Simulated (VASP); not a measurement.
# RbBH4 (F-43m) in VASP: single point with LDA

Aim: the single point of RbBH4 with LDA.

All numbers are computed with VASP 6.6.1; they aren't measurements. Logs are shortened: lines on timing, memory, paths and dates and some standing lists are left out, and cuts for length are marked.

## 1. The cell of the first run

Symmetry: F-43m, No. 216, cubic system. The conventional cell has a = 6.906 Å, b = 6.906 Å, c = 6.906 Å, α = 90.00°, β = 90.00°, γ = 90.00°. Rb (site symmetry -43m) has 12 H at 2.92 Å and 6 B at 3.45 Å within 3.8 Å. Within 1.6 Å of B (site symmetry -43m) lie 4 H at 1.23 Å. H (site symmetry 3m) has 1 B at 1.23 Å within 1.6 Å.

## 2. Single point, LDA

File INCAR:

```
SYSTEM = RbBH4
PREC     = Accurate       ! precision mode
ENCUT    = 520            ! plane-wave cutoff, eV
EDIFF    = 1E-6           ! SCF threshold, eV
ISMEAR   = 0              ! smearing method
SIGMA    = 0.01           ! smearing width, eV
LREAL    = .False.        ! projectors in reciprocal space
LASPH    = .True.         ! aspherical terms in the spheres
NELM     = 100            ! most SCF steps
ALGO     = Normal         ! electronic algorithm
ISIF     = 2              ! what is computed and relaxed
LWAVE    = .False.        ! write WAVECAR
LCHARG   = .True.         ! write CHGCAR
LELF     = .True.         ! ELF
LVHAR    = .True.       
NBANDS   = 17             ! bands
```

File KPOINTS:

```
regular mesh
0
Gamma
  4 4 4
  0 0 0
```

File POSCAR:

```
RbBH4
1.0
    0.0000000000      3.4532400000      3.4532400000
    3.4532400000      0.0000000000      3.4532400000
    3.4532400000      3.4532400000      0.0000000000
Rb B H
1 1 4
Direct
    0.0000000000      0.0000000000      0.0000000000
    0.5000000000      0.5000000000      0.5000000000
    0.6024150000      0.6024150000      0.6024150000
    0.1927540000      0.6024150000      0.6024150000
    0.6024150000      0.6024150000      0.1927540000
    0.6024150000      0.1927540000      0.6024150000
```

Potentials or basis: VASP PAW LDA potentials, release 64 (Rb_sv, B, H).

On the command line:

```sh
cat potpaw_LDA.64/Rb_sv/POTCAR potpaw_LDA.64/B/POTCAR potpaw_LDA.64/H/POTCAR > POTCAR
mpirun -np 1 vasp_std > vasp.out
```

OUTCAR:

```text
SYSTEM = RbBH4
   PREC = Accurate
   ENCUT = 520
   EDIFF = 1E-6
   ISMEAR = 0
   LREAL = .False.
   LASPH = .True.
   NELM = 100
   ISIF = 2

 ion  position               nearest neighbor table
   1  0.000  0.000  0.000-   5 2.92   6 2.92   4 2.92   5 2.92   4 2.92   6 2.92   3 2.92   3 2.92
                             3 2.92   4 2.92   5 2.92   6 2.92   2 3.45   2 3.45   2 3.45   2 3.45
   2  0.500  0.500  0.500-   3 1.23   4 1.23   5 1.23   6 1.23   1 3.45   1 3.45   1 3.45   1 3.45
                             1 3.45   1 3.45
   3  0.602  0.602  0.602-   2 1.23   1 2.92   1 2.92   1 2.92
   4  0.193  0.602  0.602-   2 1.23   1 2.92   1 2.92   1 2.92
   5  0.602  0.602  0.193-   2 1.23   1 2.92   1 2.92   1 2.92
   6  0.602  0.193  0.602-   2 1.23   1 2.92   1 2.92   1 2.92

  LATTYP: Found a face centered cubic cell.
 ALAT       =     6.9064800000

  Lattice vectors:

 A1 = (   0.0000000000,   3.4532400000,   3.4532400000)
 A2 = (   3.4532400000,   0.0000000000,   3.4532400000)
 A3 = (   3.4532400000,   3.4532400000,   0.0000000000)

Analysis of symmetry for initial positions (statically):
=====================================================================
 Subroutine PRICEL returns:
 Original cell was already a primitive cell.

 Routine SETGRP: Setting up the symmetry group for a
 face centered cubic supercell.

 Subroutine GETGRP returns: Found 24 space group operations
 (whereof 24 operations were pure point group operations)
 out of a pool of 48 trial point group operations.

The static configuration has the point symmetry T_d .

Analysis of symmetry for dynamics (positions and initial velocities):
=====================================================================
 Subroutine PRICEL returns:
 Original cell was already a primitive cell.

 Routine SETGRP: Setting up the symmetry group for a
 face centered cubic supercell.

 Subroutine GETGRP returns: Found 24 space group operations
 (whereof 24 operations were pure point group operations)
 out of a pool of 48 trial point group operations.

The dynamic configuration has the point symmetry T_d .

 Subroutine INISYM returns: Found 24 space group operations
 (whereof 24 operations are pure point group operations),
 and found     1 'primitive' translations

----------------------------------------------------------------------------------------

                                     Primitive cell

  volume of cell :      82.3589

  direct lattice vectors                    reciprocal lattice vectors
     0.000000000  3.453240000  3.453240000    -0.144791558  0.144791558  0.144791558
     3.453240000  0.000000000  3.453240000     0.144791558 -0.144791558  0.144791558
     3.453240000  3.453240000  0.000000000     0.144791558  0.144791558 -0.144791558

  length of vectors
     4.883618842  4.883618842  4.883618842     0.250786335  0.250786335  0.250786335

  position of ions in fractional coordinates (direct lattice)
     0.000000000  0.000000000  0.000000000
     0.500000000  0.500000000  0.500000000
     0.602415000  0.602415000  0.602415000
     0.192754000  0.602415000  0.602415000
     0.602415000  0.602415000  0.192754000
     0.602415000  0.192754000  0.602415000

  ion indices of the primitive-cell ions
   primitive index   ion index
                 1           1
                 2           2
                 3           3
                 4           4
                 5           5
                 6           6

----------------------------------------------------------------------------------------

 KPOINTS: regular mesh

Automatic generation of k-mesh.
 Grid dimensions read from file:
 generate k-points for:    4    4    4

 Generating k-lattice:

  Cartesian coordinates                     Fractional coordinates (reciprocal lattice)
    -0.036197890  0.036197890  0.036197890     0.250000000  0.000000000  0.000000000
     0.036197890 -0.036197890  0.036197890     0.000000000  0.250000000  0.000000000
     0.036197890  0.036197890 -0.036197890     0.000000000  0.000000000  0.250000000

  Length of vectors
     0.062696584  0.062696584  0.062696584

  Shift w.r.t. Gamma in fractional coordinates (k-lattice)
     0.000000000  0.000000000  0.000000000

 Subroutine IBZKPT returns following result:
 ===========================================

 Found      8 irreducible k-points:

 Following reciprocal coordinates:
            Coordinates               Weight
  0.000000  0.000000  0.000000      1.000000
  0.250000  0.000000  0.000000      8.000000
  0.500000  0.000000  0.000000      4.000000
  0.250000  0.250000  0.000000      6.000000
  0.500000  0.250000  0.000000     24.000000
 -0.250000  0.250000  0.000000     12.000000
  0.500000  0.500000  0.000000      3.000000
 -0.250000  0.500000  0.250000      6.000000
   k-points           NKPTS =      8   k-points in BZ     NKDIM =      8   number of bands    NBANDS=     17
   number of dos      NEDOS =    301   number of ions     NIONS =      6
   total plane-waves  NPLWV =  46656
   dimension x,y,z NGX =    36 NGY =   36 NGZ =   36
   dimension x,y,z NGXF=    72 NGYF=   72 NGZF=   72
   ions per type =               1   1   4
   NGX,Y,Z   is equivalent  to a cutoff of  12.25, 12.25, 12.25 a.u.
   NGXF,Y,Z  is equivalent  to a cutoff of  24.51, 24.51, 24.51 a.u.
 SYSTEM =  RbBH4
   PREC   = accura    normal or accurate (medium, high low for compatibility)
   ISTART =      0    job   : 0-new  1-cont  2-samecut
   ICHARG =      2    charge: 1-file 2-atom 10-const
   ISPIN  =      1    spin polarized calculation?
   LNONCOLLINEAR =      F non collinear calculations
   LSORBIT =      F    spin-orbit coupling
   LASPH  =      T    aspherical Exc in radial PAW
   ENCUT  =  520.0 eV  38.22 Ry    6.18 a.u.   9.08  9.08  9.08*2*pi/ulx,y,z
   NELM   =    100;   NELMIN=  2; NELMDL= -5     # of ELM steps
   EDIFF  = 0.1E-05   stopping-criterion for ELM
   LREAL  =      F    real-space projection
   EDIFFG = 0.1E-04   stopping-criterion for IOM
   NSW    =      0    number of steps for IOM
   IBRION =     -1    ionic relax: 0-MD 1-quasi-New 2-CG
   NFREE  =      0    steps in history (QN), initial steepest desc. (CG)
   ISIF   =      2    stress and relaxation
   ISYM   =      2    0-nonsym 1-usesym 2-fastsym
   POTIM  = 0.5000    time-step for ionic-motion
   TEBEG  =    0.0;   TEEND  =   0.0 temperature during run
   PSTRESS=    0.0 pullay stress
   NELECT =      16.0000    total number of electrons
   NUPDOWN=      -1.0000    fix difference up-down
   EMIN   =  10.00;   EMAX   =-10.00  energy-range for DOS
   EFERMI =   0.00;   METHOD = LEGACY
   ISMEAR =     0;   SIGMA  =   0.01  broadening in eV -4-tet -1-fermi 0-gaus
   EFERMI_NEDOS =   21; number of points for ismear=-14 and -15
   IALGO  =     38    algorithm
   IMIX   =      4    mixing-type and parameters
     AMIX     =   0.40;   BMIX     =  1.00
     AMIX_MAG =   1.60;   BMIX_MAG =  1.00
  volume/ion in A,a.u.               =      13.73        92.63
  Fermi-wavevector in a.u.,A,eV,Ry     =   0.948152  1.791748 12.231537  0.898993
  Thomas-Fermi vector in A             =   2.076313
   LORBIT       =      0    0 simple, 1 ext, 2 COOP (PROOUT), +10 PAW based schemes
   GGA     = CA    functional components
   LHFCALC =     F    Hartree Fock is set to
   AEXX    =    0.0000 exact exchange contribution
   IVDW    =     0    specifies the selected vdW correction
   LEPSILON=     F    determine dielectric tensor
   LRPA    =     F    only Hartree local field effects (RPA)
 non-spin polarized calculation
 Gauss-broadening in eV      SIGMA  =   0.01
  energy-cutoff  :      520.00
  volume of cell :       82.36
 maximum number of plane-waves:      2252
   NGX = 19   NGY = 19   NGZ = 19

 number of electron      15.9999999 magnetization

 Free energy of the ion-electron system (eV)
  ---------------------------------------------------
  ext. energy  EPLUGINS =         0.00000000
  ---------------------------------------------------
  free energy    TOTEN  =       -24.69901286 eV

  energy without entropy =      -24.69901286  energy(sigma->0) =      -24.69901286

 E-fermi :  -3.4710     XC(G=0):  -7.7718

 val. band max:       -3.5342521230   @ k =   0.0000   0.0000   0.0000
 cond. band min:       2.0816866593   @ k =   0.5000   0.5000   0.0000
 fundamental gap:      5.6159387823
 Fermi energy:        -3.4710168708

 k-point     1 :       0.0000    0.0000    0.0000
  band No.  band energies     occupation
      1     -27.1153      2.00000
      2     -11.2567      2.00000
      3     -11.2567      2.00000
      4     -11.2567      2.00000
      5      -9.2199      2.00000
      6      -3.5343      2.00000
[... 9 lines left out ...]
     16      11.0720      0.00000
     17      11.0720      0.00000

 k-point     2 :       0.2500    0.0000    0.0000
  band No.  band energies     occupation
      1     -27.1110      2.00000
      2     -11.4703      2.00000
      3     -11.2633      2.00000
      4     -11.2633      2.00000
      5      -8.8250      2.00000
      6      -4.1271      2.00000
[... 9 lines left out ...]
     16       8.7611      0.00000
     17       9.4856      0.00000

 k-point     3 :       0.5000    0.0000    0.0000
  band No.  band energies     occupation
      1     -27.1067      2.00000
      2     -11.6408      2.00000
      3     -11.2699      2.00000
      4     -11.2699      2.00000
      5      -8.4335      2.00000
      6      -4.6897      2.00000
[... 9 lines left out ...]
     16       8.2885      0.00000
     17       8.2885      0.00000

 k-point     4 :       0.2500    0.2500    0.0000
  band No.  band energies     occupation
      1     -27.1096      2.00000
      2     -11.4288      2.00000
      3     -11.2971      2.00000
      4     -11.2971      2.00000
      5      -8.8425      2.00000
      6      -4.2134      2.00000
[... 9 lines left out ...]
     16       8.8940      0.00000
     17       8.9637      0.00000

 k-point     5 :       0.5000    0.2500    0.0000
  band No.  band energies     occupation
      1     -27.1053      2.00000
      2     -11.5260      2.00000
      3     -11.3437      2.00000
      4     -11.3043      2.00000
      5      -8.6171      2.00000
      6      -4.4284      2.00000
[... 9 lines left out ...]
     16       7.6440      0.00000
     17       9.0960      0.00000

 k-point     6 :      -0.2500    0.2500    0.0000
  band No.  band energies     occupation
      1     -27.1067      2.00000
      2     -11.5322      2.00000
      3     -11.3501      2.00000
      4     -11.2706      2.00000
      5      -8.5847      2.00000
      6      -4.4521      2.00000
[... 9 lines left out ...]
     16       8.9281      0.00000
     17       8.9395      0.00000

 k-point     7 :       0.5000    0.5000    0.0000
  band No.  band energies     occupation
      1     -27.1039      2.00000
      2     -11.4717      2.00000
      3     -11.3381      2.00000
      4     -11.3381      2.00000
      5      -8.8107      2.00000
      6      -4.3058      2.00000
[... 9 lines left out ...]
     16       8.5902      0.00000
     17       8.5902      0.00000

 k-point     8 :      -0.2500    0.5000    0.2500
  band No.  band energies     occupation
      1     -27.1039      2.00000
      2     -11.4218      2.00000
      3     -11.3911      2.00000
      4     -11.3883      2.00000
      5      -8.6427      2.00000
      6      -4.3053      2.00000
[... 9 lines left out ...]
     16       8.2176      0.00000
     17       8.2296      0.00000

------------------------ aborting loop because EDIFF is reached ----------------------------------------

  FORCE on cell =-STRESS in cart. coord.  units (eV):
  Direction    XX          YY          ZZ          XY          YZ          ZX
  --------------------------------------------------------------------------------------
  -------------------------------------------------------------------------------------
  Total       -0.5215769     -0.5215769     -0.5215769      0.0000000      0.0000000      0.0000000
  in kB      -10.1465554    -10.1465554    -10.1465554      0.0000000      0.0000000      0.0000000
  external PRESSURE =     -10.1465554 kB  Pullay stress =       0.0000000 kB

 VOLUME and BASIS-vectors are now :
 -----------------------------------------------------------------------------
  energy-cutoff  :      520.00
  volume of cell :       82.36
      direct lattice vectors                 reciprocal lattice vectors
     0.000000000  3.453240000  3.453240000    -0.144791558  0.144791558  0.144791558
     3.453240000  0.000000000  3.453240000     0.144791558 -0.144791558  0.144791558
     3.453240000  3.453240000  0.000000000     0.144791558  0.144791558 -0.144791558

 POSITION                                       TOTAL-FORCE (eV/Angst)
 -----------------------------------------------------------------------------------
      0.00000      0.00000      0.00000        -0.000000      0.000000      0.000000
      3.45324      3.45324      3.45324        -0.000000      0.000000      0.000000
      4.16057      4.16057      4.16057         0.119177      0.119177      0.119177
      4.16057      2.74591      2.74591         0.119177     -0.119177     -0.119177
      2.74591      2.74591      4.16057        -0.119177     -0.119177      0.119177
      2.74591      4.16057      2.74591        -0.119177      0.119177     -0.119177
 -----------------------------------------------------------------------------------
    total drift:                                0.000364      0.000364      0.000364

  FREE ENERGIE OF THE ION-ELECTRON SYSTEM (eV)
  ---------------------------------------------------
  free  energy   TOTEN  =       -24.6990128581 eV

  energy  without entropy=      -24.6990128581  energy(sigma->0) =      -24.69901286
```

Wall time 8.1 s (1 thread of AMD EPYC 9R45 (Zen 5), shared host); peak memory 0.14 GiB.

Results:

| Item | Value |
| --- | --- |
| Free energy | -24.6990 eV |
| Pressure | -1.0 GPa |
| Largest force | 0.206 eV/Å |
| Band gap on the k mesh | 5.62 eV, indirect (least direct gap 5.73 eV) |

Forces in eV/Å, atoms in the order of the input:
```
Rb   0.000  0.000  0.000
B    0.000  0.000  0.000
H    0.119  0.119  0.119
H    0.119 -0.119 -0.119
H   -0.119 -0.119  0.119
H   -0.119  0.119 -0.119
```

A k mesh can miss the band edges. A hybrid or GW would open this gap; LDA tends to underestimate it.
